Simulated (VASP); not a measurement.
# Si2Mo (I4/mmm) in VASP: a series of runs

Si2Mo is run at these levels: r2SCAN; tasks: single point.

Program: VASP 6.6.1. These are calculated values, not measurements. Logs are shortened: lines on timing, memory, paths and dates and some standing lists are left out, and cuts for length are marked.

## Step 1: The cell of the first run

Symmetry: I4/mmm, No. 139, tetragonal system. The conventional cell has a = 3.202 Å, b = 3.202 Å, c = 7.819 Å, α = 90.00°, β = 90.00°, γ = 90.00°. Si (site symmetry 4mm) has 9 Si at 2.58 to 3.20 Å and 5 Mo at 2.61 to 2.62 Å within 3.4 Å. Within 3.4 Å of Mo (site symmetry 4/mmm) lie 10 Si at 2.61 to 2.62 Å and 4 Mo at 3.20 Å.

## Step 2: Single point, r2SCAN

POSCAR reads:

```
Si2Mo
1.0
   -1.6012334300      1.6012334300      3.9096811200
    1.6012334300     -1.6012334300      3.9096811200
    1.6012334300      1.6012334300     -3.9096811200
Si Mo
2 1
Direct
    0.3352927070      0.3352927070      0.0000000000
    0.6647072930      0.6647072930      0.0000000000
    0.0000000000      0.0000000000      0.0000000000
```

INCAR.step1 reads:

```
SYSTEM = Si2Mo
ALGO = Normal ; EDIFF = 1E-4
ENCUT = 520 ; GGA = PE
ISMEAR = -1 ; LASPH = .TRUE.
LCHARG = .FALSE. ; LREAL = .FALSE.
LWAVE = .TRUE. ; NBANDS = 18
NELM = 100 ; PREC = Accurate
SIGMA = 0.1
```

INCAR.step2 reads:

```
SYSTEM = Si2Mo
ALGO = Normal ; EDIFF = 1E-6
ENCUT = 520 ; ISIF = 2
ISMEAR = -1 ; ISTART = 1
LASPH = .TRUE. ; LCHARG = .FALSE.
LMIXTAU = .TRUE. ; LREAL = .FALSE.
LWAVE = .FALSE. ; METAGGA = R2SCAN
NBANDS = 18 ; NELM = 100
PREC = Accurate ; SIGMA = 0.1
```

KPOINTS reads:

```
k-points
0
G
  13 13 13
  0 0 0
```

Potentials or basis: VASP PAW PBE potentials, release 64 (Si, Mo_sv).

The run is started by

```
cat potpaw_PBE.64/Si/POTCAR potpaw_PBE.64/Mo_sv/POTCAR > POTCAR
cp INCAR.step1 INCAR
mpirun -np 1 vasp_std > vasp.out
cp INCAR.step2 INCAR
mpirun -np 1 vasp_std > vasp.out
```

OUTCAR:

```text
SYSTEM = Si2Mo
   EDIFF = 1E-6
   ENCUT = 520
   ISIF = 2
   ISMEAR = -1
   ISTART = 1
   LASPH = .TRUE.
   LREAL = .FALSE.
   METAGGA = R2SCAN
   NELM = 100
   PREC = Accurate

 ion  position               nearest neighbor table
   1  0.335  0.335  0.000-   2 2.58   3 2.61   3 2.61   3 2.61   3 2.61   3 2.62   2 2.63   2 2.63
                             2 2.63   2 2.63
   2  0.665  0.665  0.000-   1 2.58   3 2.61   3 2.61   3 2.61   3 2.61   3 2.62   1 2.63   1 2.63
                             1 2.63   1 2.63
   3  0.000  0.000  0.000-   2 2.61   2 2.61   1 2.61   1 2.61   2 2.61   2 2.61   1 2.61   1 2.61
                             1 2.62   2 2.62

  LATTYP: Found a body centered tetragonal cell.
 ALAT       =     3.2024668600
 C/A-ratio  =     2.4416684331

  Lattice vectors:

 A1 = (  -1.6012334300,   1.6012334300,   3.9096811200)
 A2 = (   1.6012334300,  -1.6012334300,   3.9096811200)
 A3 = (   1.6012334300,   1.6012334300,  -3.9096811200)

Analysis of symmetry for initial positions (statically):
=====================================================================
 Subroutine PRICEL returns:
 Original cell was already a primitive cell.

 Routine SETGRP: Setting up the symmetry group for a
 body centered tetragonal supercell.

 Subroutine GETGRP returns: Found 16 space group operations
 (whereof 16 operations were pure point group operations)
 out of a pool of 16 trial point group operations.

The static configuration has the point symmetry D_4h.

Analysis of symmetry for dynamics (positions and initial velocities):
=====================================================================
 Subroutine PRICEL returns:
 Original cell was already a primitive cell.

 Routine SETGRP: Setting up the symmetry group for a
 body centered tetragonal supercell.

 Subroutine GETGRP returns: Found 16 space group operations
 (whereof 16 operations were pure point group operations)
 out of a pool of 16 trial point group operations.

The dynamic configuration has the point symmetry D_4h.

 Subroutine INISYM returns: Found 16 space group operations
 (whereof 16 operations are pure point group operations),
 and found     1 'primitive' translations

----------------------------------------------------------------------------------------

                                     Primitive cell

  volume of cell :      40.0969

  direct lattice vectors                    reciprocal lattice vectors
    -1.601233430  1.601233430  3.909681120     0.000000000  0.312259281  0.127887668
     1.601233430 -1.601233430  3.909681120     0.312259281  0.000000000  0.127887668
     1.601233430  1.601233430 -3.909681120     0.312259281  0.312259281  0.000000000

  length of vectors
     4.518130527  4.518130527  4.518130527     0.337433126  0.337433126  0.441601311

  position of ions in fractional coordinates (direct lattice)
     0.335292707  0.335292707  0.000000000
     0.664707293  0.664707293  0.000000000
     0.000000000  0.000000000  0.000000000

  ion indices of the primitive-cell ions
   primitive index   ion index
                 1           1
                 2           2
                 3           3

----------------------------------------------------------------------------------------

 KPOINTS: k-points

Automatic generation of k-mesh.
 Grid dimensions read from file:
 generate k-points for:   13   13   13

 Generating k-lattice:

  Cartesian coordinates                     Fractional coordinates (reciprocal lattice)
     0.000000000  0.024019945  0.009837513     0.076923077  0.000000000  0.000000000
     0.024019945  0.000000000  0.009837513     0.000000000  0.076923077  0.000000000
     0.024019945  0.024019945  0.000000000     0.000000000  0.000000000  0.076923077

  Length of vectors
     0.025956394  0.025956394  0.033969332

  Shift w.r.t. Gamma in fractional coordinates (k-lattice)
     0.000000000  0.000000000  0.000000000

 Subroutine IBZKPT returns following result:
 ===========================================

 Found    196 irreducible k-points:

 Following reciprocal coordinates:
            Coordinates               Weight
  0.000000  0.000000  0.000000      1.000000
  0.076923  0.000000 -0.000000      8.000000
  0.153846  0.000000 -0.000000      8.000000
  0.230769 -0.000000  0.000000      8.000000
  0.307692  0.000000 -0.000000      8.000000
  0.384615 -0.000000  0.000000      8.000000
[... 16 lines left out ...]
  0.384615  0.153846  0.000000     16.000000
  0.461538  0.153846  0.000000     16.000000
 [... further k-points ...]
   k-points           NKPTS =    196   k-points in BZ     NKDIM =    196   number of bands    NBANDS=     18
   number of dos      NEDOS =    301   number of ions     NIONS =      3
   total plane-waves  NPLWV =  46656
   dimension x,y,z NGX =    36 NGY =   36 NGZ =   36
   dimension x,y,z NGXF=    72 NGYF=   72 NGZF=   72
   ions per type =               2   1
   NGX,Y,Z   is equivalent  to a cutoff of  13.25, 13.25, 13.25 a.u.
   NGXF,Y,Z  is equivalent  to a cutoff of  26.49, 26.49, 26.49 a.u.
 SYSTEM =  Si2Mo
   PREC   = accura    normal or accurate (medium, high low for compatibility)
   ISTART =      1    job   : 0-new  1-cont  2-samecut
   ICHARG =      0    charge: 1-file 2-atom 10-const
   ISPIN  =      1    spin polarized calculation?
   LNONCOLLINEAR =      F non collinear calculations
   LSORBIT =      F    spin-orbit coupling
   LASPH  =      T    aspherical Exc in radial PAW
   ENCUT  =  520.0 eV  38.22 Ry    6.18 a.u.   8.40  8.40  8.40*2*pi/ulx,y,z
   NELM   =    100;   NELMIN=  2; NELMDL=  0     # of ELM steps
   EDIFF  = 0.1E-05   stopping-criterion for ELM
   LREAL  =      F    real-space projection
   EDIFFG = 0.1E-04   stopping-criterion for IOM
   NSW    =      0    number of steps for IOM
   IBRION =     -1    ionic relax: 0-MD 1-quasi-New 2-CG
   NFREE  =      0    steps in history (QN), initial steepest desc. (CG)
   ISIF   =      2    stress and relaxation
   ISYM   =      2    0-nonsym 1-usesym 2-fastsym
   POTIM  = 0.5000    time-step for ionic-motion
   TEBEG  =    0.0;   TEEND  =   0.0 temperature during run
   PSTRESS=    0.0 pullay stress
   NELECT =      22.0000    total number of electrons
   NUPDOWN=      -1.0000    fix difference up-down
   EMIN   =  10.00;   EMAX   =-10.00  energy-range for DOS
   EFERMI =   0.00;   METHOD = LEGACY
   ISMEAR =    -1;   SIGMA  =   0.10  broadening in eV -4-tet -1-fermi 0-gaus
   EFERMI_NEDOS =   21; number of points for ismear=-14 and -15
   IALGO  =     38    algorithm
   IMIX   =      4    mixing-type and parameters
     AMIX     =   0.40;   BMIX     =  1.00
     AMIX_MAG =   1.60;   BMIX_MAG =  1.00
  volume/ion in A,a.u.               =      13.37        90.20
  Fermi-wavevector in a.u.,A,eV,Ry     =   1.340229  2.532665 24.438954  1.796212
  Thomas-Fermi vector in A             =   2.468558
   LORBIT       =      0    0 simple, 1 ext, 2 COOP (PROOUT), +10 PAW based schemes
   METAGGA = R2SCAN    functional components
   LHFCALC =     F    Hartree Fock is set to
   AEXX    =    0.0000 exact exchange contribution
   IVDW    =     0    specifies the selected vdW correction
   LEPSILON=     F    determine dielectric tensor
   LRPA    =     F    only Hartree local field effects (RPA)
 non-spin polarized calculation
  energy-cutoff  :      520.00
  volume of cell :       40.10
 maximum number of plane-waves:      1098
 NGX is ok and might be reduce to    36
   NGX = 17   NGY = 17   NGZ = 17

 number of electron      22.0000000 magnetization

 Free energy of the ion-electron system (eV)
  ---------------------------------------------------
  ext. energy  EPLUGINS =         0.00000000
  ---------------------------------------------------
  free energy    TOTEN  =       -45.01998753 eV

  energy without entropy =      -45.01201964  energy(sigma->0) =      -45.01600359

 E-fermi :  12.2931     XC(G=0): -13.4029

 val. band max:       12.2922621049   @ k =   0.0769   0.0000  -0.0000
 cond. band min:      12.3054581655   @ k =  -0.0769  -0.1538   0.0769
 fundamental gap:      0.0131960606
 Fermi energy:        12.2930595739

 k-point     1 :       0.0000    0.0000    0.0000
  band No.  band energies     occupation
      1     -50.3222      2.00000
      2     -23.7629      2.00000
      3     -23.6751      2.00000
      4     -23.6751      2.00000
      5      -1.8976      2.00000
      6       5.5171      2.00000
[... 10 lines left out ...]
     17      17.7326      0.00000
     18      17.7326      0.00000

 k-point     2 :       0.0769    0.0000   -0.0000
  band No.  band energies     occupation
      1     -50.3210      2.00000
      2     -23.7617      2.00000
      3     -23.6915      2.00000
      4     -23.6735      2.00000
      5      -1.7830      2.00000
      6       5.5266      2.00000
[... 10 lines left out ...]
     17      17.8100      0.00000
     18      18.4273      0.00000

 k-point     3 :       0.1538    0.0000   -0.0000
  band No.  band energies     occupation
      1     -50.3177      2.00000
      2     -23.7585      2.00000
      3     -23.7367      2.00000
      4     -23.6692      2.00000
      5      -1.4443      2.00000
      6       5.5116      2.00000
[... 10 lines left out ...]
     17      18.3122      0.00000
     18      19.8090      0.00000

 k-point     4 :       0.2308   -0.0000    0.0000
  band No.  band energies     occupation
      1     -50.3130      2.00000
      2     -23.8002      2.00000
      3     -23.7534      2.00000
      4     -23.6631      2.00000
      5      -0.8966      2.00000
      6       5.2971      2.00000
[... 375 lines left out ...]
      4     -23.7155      2.00000
      5       0.4229      2.00000
      6       4.3702      2.00000
[... 10 lines left out ...]
     17      20.2217      0.00000
     18      21.2900      0.00000

 k-point    23 :       0.3846    0.1538    0.0000
  band No.  band energies     occupation
      1     -50.2995      2.00000
      2     -23.9119      2.00000
      3     -23.7395      2.00000
      4     -23.7093      2.00000
      5       1.2842      2.00000
      6       3.6695      2.00000
[... 10 lines left out ...]
     17      20.3056      0.00000
     18      21.5558      0.00000

 k-point    24 :       0.4615    0.1538    0.0000
  band No.  band energies     occupation
      1     -50.2973      2.00000
      2     -23.9420      2.00000
      3     -23.7355      2.00000
      4     -23.7058      2.00000
      5       2.2213      2.00000
      6       2.7527      2.00000
[... 10 lines left out ...]
     17      20.3652      0.00000
     18      21.7691      0.00000

 [... further k-points ...]

------------------------ aborting loop because EDIFF is reached ----------------------------------------

  FORCE on cell =-STRESS in cart. coord.  units (eV):
  Direction    XX          YY          ZZ          XY          YZ          ZX
  --------------------------------------------------------------------------------------
  -------------------------------------------------------------------------------------
  Total        0.0722701      0.0722701      0.0771242      0.0000000      0.0000000      0.0000000
  in kB        2.8877447      2.8877447      3.0817025      0.0000000      0.0000000      0.0000000
  external PRESSURE =       2.9523973 kB  Pullay stress =       0.0000000 kB

 VOLUME and BASIS-vectors are now :
 -----------------------------------------------------------------------------
  energy-cutoff  :      520.00
  volume of cell :       40.10
      direct lattice vectors                 reciprocal lattice vectors
    -1.601233430  1.601233430  3.909681120     0.000000000  0.312259281  0.127887668
     1.601233430 -1.601233430  3.909681120     0.312259281  0.000000000  0.127887668
     1.601233430  1.601233430 -3.909681120     0.312259281  0.312259281  0.000000000

 POSITION                                       TOTAL-FORCE (eV/Angst)
 -----------------------------------------------------------------------------------
      0.00000      0.00000      2.62178         0.000000      0.000000     -0.009284
      0.00000      0.00000      5.19759        -0.000000     -0.000000      0.009284
      0.00000      0.00000      0.00000         0.000000      0.000000     -0.000000
 -----------------------------------------------------------------------------------
    total drift:                                0.000000      0.000000     -0.000000

  FREE ENERGIE OF THE ION-ELECTRON SYSTEM (eV)
  ---------------------------------------------------
  free  energy   TOTEN  =       -45.0199875323 eV

  energy  without entropy=      -45.0120196395  energy(sigma->0) =      -45.01600359
```

Run time: 13 min. Hardware: 1 thread of AMD EPYC 7R13 (Zen 3), shared host; peak memory 0.28 GiB.

Results:

- Free energy: -45.0200 eV
- Pressure: 0.3 GPa
- Largest force: 0.009 eV/Å
- Band gap on the k mesh: zero (bands 11 and 12 overlap by 0.89 eV)

Forces in eV/Å, atoms in the order of the input:
```
Si   0.000  0.000 -0.009
Si   0.000  0.000  0.009
Mo   0.000  0.000  0.000
```

Levels at points of the mesh, in eV from the Fermi level:
| k point | band 8 | band 9 | band 10 | band 11 | band 12 | band 13 | band 14 | band 15 |
| --- | --- | --- | --- | --- | --- | --- | --- | --- |
| (0.00, 0.00, 0.00) | -3.11 | -2.81 | -2.81 | 0.35 | 3.41 | 3.47 | 3.66 | 3.66 |

Caveat: the PAW data sets were made with another functional, which shifts forces and pressure a little.

## Step 3: Single point, r2SCAN

This run uses another cell than the first one, of 13.63 Å³/atom.

POSCAR reads:

```
Si2Mo
1.0
   -1.6118379300      1.6118379300      3.9355738000
    1.6118379300     -1.6118379300      3.9355738000
    1.6118379300      1.6118379300     -3.9355738000
Si Mo
2 1
Direct
    0.3355869227      0.3355869227      0.0000000000
    0.6644130773      0.6644130773      0.0000000000
    0.0000000000      0.0000000000      0.0000000000
```

INCAR.step1 reads:

```
ALGO     = Normal         # electronic algorithm
EDIFF    = 1E-4           # SCF threshold, eV
ENCUT    = 520            # plane-wave cutoff, eV
GGA      = PE             # functional
ISMEAR   = -1             # smearing method
LASPH    = True           # aspherical terms in the spheres
LCHARG   = False          # write CHGCAR
LREAL    = False          # projectors in reciprocal space
LWAVE    = True           # write WAVECAR
NBANDS   = 18             # bands
NELM     = 60             # most SCF steps
PREC     = Accurate       # precision mode
SIGMA    = 0.1            # smearing width, eV
```

INCAR.step2 reads:

```
ALGO     = Normal         # electronic algorithm
EDIFF    = 1E-6           # SCF threshold, eV
ENCUT    = 520            # plane-wave cutoff, eV
ISIF     = 2              # what is computed and relaxed
ISMEAR   = -1             # smearing method
ISTART   = 1            
LASPH    = True           # aspherical terms in the spheres
LCHARG   = False          # write CHGCAR
LMIXTAU  = True         
LREAL    = False          # projectors in reciprocal space
LWAVE    = False          # write WAVECAR
METAGGA  = R2SCAN         # meta-GGA
NBANDS   = 18             # bands
NELM     = 60             # most SCF steps
PREC     = Accurate       # precision mode
SIGMA    = 0.1            # smearing width, eV
```

KPOINTS reads:

```
k-points
0
Gamma
  13 13 13
```

Potentials or basis: VASP PAW PBE potentials, release 64 (Si, Mo_sv).

The run is started by

```
cat potpaw_PBE.64/Si/POTCAR potpaw_PBE.64/Mo_sv/POTCAR > POTCAR
cp INCAR.step1 INCAR
mpirun -np 1 vasp_std > vasp.out
cp INCAR.step2 INCAR
mpirun -np 1 vasp_std > vasp.out
```

Wall time 13 min (1 thread of AMD EPYC 7R13 (Zen 3), shared host); peak memory 0.28 GiB.

Results (log left out):

- Free energy: -45.0109 eV
- Pressure: -3.9 GPa
- Band gap on the k mesh: zero (bands 11 and 12 overlap by 0.86 eV)

Stress tensor (GPa, compression positive):
```
-3.69  0.00  0.00
 0.00 -3.69  0.00
 0.00  0.00 -4.29
```

Levels at points of the mesh, in eV from the Fermi level:
```csv
k point,band 7,band 8,band 9,band 10,band 11,band 12,band 13,band 14,band 15,band 16
"(0.00, 0.00, 0.00)",-3.49,-3.02,-2.75,-2.75,0.33,3.35,3.51,3.58,3.58,4.33
```

Caveat: the cell stands under tension; the PAW data sets were made with another functional, which shifts forces and pressure a little.
